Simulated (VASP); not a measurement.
A run of VASP 6.6.1:

The input INCAR:

```
SYSTEM = Na
  PREC = Accurate
  ENCUT = 520
  EDIFF = 1E-6
  ISMEAR = -1
  SIGMA = 0.05
  LREAL = .False.
  LASPH = .True.
  NELM = 100
  ALGO = Normal
  ISIF = 2
  LWAVE = .False.
  LCHARG = .False.
  GGA = PS
  NBANDS = 10
```

KPOINTS

```
Automatic mesh
0
Gamma
  13 13 13
  0 0 0
```

File POSCAR:

```
Na
1.0
   -1.8510950420      1.8510950420      1.8510950420
    1.8510950420     -1.8510950420      1.8510950420
    1.8510950420      1.8510950420     -1.8510950420
Na
1
Direct
    0.0000000000      0.0000000000      0.0000000000
```

Potentials or basis: VASP PAW PBE potentials, release 64 (Na_pv).

The run is started by

```bash
$ cat potpaw_PBE.64/Na_pv/POTCAR > POTCAR
$ mpirun -np 1 vasp_std > vasp.out
```

Hardware: 1 thread of AMD EPYC 7R13 (shared host).

How long does it take, and how much memory?

Wall time 22 s on 1 thread of AMD EPYC 7R13, on a shared host, peak memory 0.11 GiB. Counts: scf iterations 9, k points 84.
